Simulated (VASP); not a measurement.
Runs of VASP 6.6.1 on Fe. The structure is that of space group Im-3m (No. 229), or close to it. The cells are those of the table. 

```csv
cell,gap on the mesh (eV),pressure (GPa),moment (μB)
"a = 2.403 Å, angles 109.5°, 1 atom",none,(b),(c)
"a = 2.471 Å, angles 109.5°, 1 atom",none,-0.1,2.24
"a = 2.368 Å, angles 109.5°, 1 atom",none,31.2,2.05
"a = 2.437 Å, angles 109.5°, 1 atom",none,7.5,2.17
"a = 2.503 Å, angles 109.5°, 1 atom",none,-5.7,(a)
```

Alike in all rows: task single point; level revPBE; potentials or basis VASP PAW PBE potentials, release 64 (Fe); spin collinear, ferromagnetic start; k mesh 25 × 25 × 25; cutoff (eV) 520; smearing fermi-dirac 0.05 eV.

Question: Estimate the missing entries.

Answer: (a) 2.32; (b) 18.1; (c) 2.11.

Caveats: the PAW data sets were made with another functional, which shifts forces and pressure a little; the cell stands under pressure (at least some runs); the cell stands under tension (at least some runs).

A gap of «none» marks levels without a gap at the run's occupations.
